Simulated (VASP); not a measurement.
A run of VASP 6.6.1 is set up as follows.

Contents of INCAR:

```
  PREC = Accurate
  ENCUT = 400
  EDIFF = 1E-6
  ISMEAR = -1
  SIGMA = 0.0862
  LREAL = Auto
  LASPH = True
  NELM = 120
  ALGO = Normal
  ISIF = 2
  LWAVE = False
  LCHARG = True
  GGA = PE
  LELF = True
  LVHAR = True
  ISYM = -1
  NBANDS = 123
  GGA_COMPAT = False
```

File KPOINTS:

```
explicit points
1
Reciprocal
  0.25000000   0.25000000   0.25000000 1
```

The input POSCAR:

```
Si5Ni19
1.0
    6.7405220000     -0.2054610000     -0.1773920000
   -0.2054610000      6.5498610000      0.0568880000
   -0.1773920000      0.0568880000      6.3235750000
Ni Si
19 5
Direct
    0.8251757390      0.0862769771      0.9857302950
    0.6232497837     -0.0000237300      0.2655912005
    0.6765787497      0.3339396232      0.3608921378
    0.3064758462      0.5109856659      0.2246299618
    0.1598680222      0.5779991938      0.8559496946
    0.9772441838      0.2085023762      0.3443605899
    0.2601803091      0.8358889770      0.5183746304
    0.5298213064      0.1313770740      0.6983026662
    0.2573408295      0.8957415979      0.1776041648
    0.4469788780      0.8454257560      0.9239477506
    0.6659553732      0.6734979341      0.2476621539
    0.4233647582      0.5127345862      0.6311643455
    0.8447373795      0.3795719294      0.7219134058
   -0.0227252848      0.6138092302      0.4790061534
    0.3213660677      0.2142543100     -0.0391779539
    0.7943043164      0.7157859343      0.8464734902
    0.9175925364     -0.0136928313      0.6140244297
    0.3535680811      0.1878059600      0.3736731586
    0.9533049885      0.5130552918      0.1046292626
    0.6219564344      0.3892362410      0.9939972602
    0.5796878470      0.8339939155      0.5760094157
    0.9435710724      0.8471595494      0.2668007808
    0.0870830772      0.9355080410      0.8964551950
    0.1421890551      0.3200998803      0.6068166123
```

Potentials or basis: VASP PAW PBE potentials, release 64 (Ni, Si).

Command:

```sh
$ cat potpaw_PBE.64/Ni/POTCAR potpaw_PBE.64/Si/POTCAR > POTCAR
$ mpirun -np 1 vasp_std > vasp.out
```

Problem. Estimate the largest force.

Solution. 3.196 eV/Å.

Problem. What does it give for the pressure?

Solution. 5.5 GPa.

Forces on the atoms (eV/Å):
```
Ni  -0.680  0.333 -0.182
Ni  -0.566  1.280  0.005
Ni  -0.579  1.300  0.395
Ni   0.143  0.347  0.032
Ni   0.665  0.365 -0.865
Ni   0.470 -0.302 -2.525
Ni  -0.588  0.286  1.883
Ni   0.904  1.384  0.059
Ni   0.337  0.234  1.296
Ni   1.264 -0.884 -1.390
Ni  -1.606 -2.033 -0.624
Ni   1.648 -0.162 -0.008
Ni  -0.941 -0.916  0.355
Ni   0.170 -2.053  1.615
Ni  -0.633  0.412  0.389
Ni  -0.864  0.272  0.080
Ni  -1.332  0.310 -0.760
Ni  -0.800  0.200 -0.088
Ni  -0.821 -1.031  1.337
Si  -0.172  0.358  0.015
Si   1.159 -1.246  0.068
Si   0.158  2.785 -1.561
Si   1.245 -0.918 -1.077
Si   1.421 -0.322  1.554
```

Caveat: the atoms stand as in a frame of molecular dynamics. Spin polarisation is off, so any magnetic state and its effect on volume and gap are missing.
